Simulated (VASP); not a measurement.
A run of VASP 6.6.1 is set up as follows.

Contents of INCAR:

```
PREC = Accurate
ENCUT = 600
EDIFF = 1E-7
ISMEAR = 0
SIGMA = 0.1
LREAL = F
LASPH = T
NELM = 100
ALGO = Normal
ISIF = 3
LWAVE = F
LCHARG = F
GGA = PE
IBRION = 2
NSW = 90
EDIFFG = -0.04
```

File KPOINTS:

```
Automatic mesh
0
Gamma
  6 6 6
```

The input POSCAR:

```
Na
1.0
    6.3424184328      3.6617969895      1.6593382818
   -6.3424184328      3.6617969895      1.6593382818
    0.0000000000     -7.3235939789      1.6593382818
Na
6
Direct
    0.5845000000      0.3510000000      0.2465000000
    0.2465000000      0.5845000000      0.3510000000
    0.3510000000      0.2465000000      0.5845000000
    0.4155000000      0.6490000000      0.7535000000
    0.7535000000      0.4155000000      0.6490000000
    0.6490000000      0.7535000000      0.4155000000
```

Potentials or basis: VASP PAW PBE potentials, release 64 (Na_pv).

Command:

```sh
$ cat potpaw_PBE.64/Na_pv/POTCAR > POTCAR
$ mpirun -np 1 vasp_std > vasp.out
```

**Question.** What does it give for the relaxed volume?

**Answer.** 39.60 Å³/atom.

**Question.** What does it give for the band gap on the k mesh?

**Answer.** Zero (band 21 reaches 0.91 eV, above the bottom of band 22 at -0.76 eV).

**Question.** What does it give for the space group after relaxing (to 0.05 Å)?

**Answer.** R-3 (No. 148).

Forces on the atoms (eV/Å):
```
Na  -0.007 -0.005 -0.015
Na   0.008 -0.003 -0.015
Na  -0.001  0.008 -0.015
Na   0.007  0.005  0.015
Na  -0.008  0.003  0.015
Na   0.001 -0.008  0.015
```
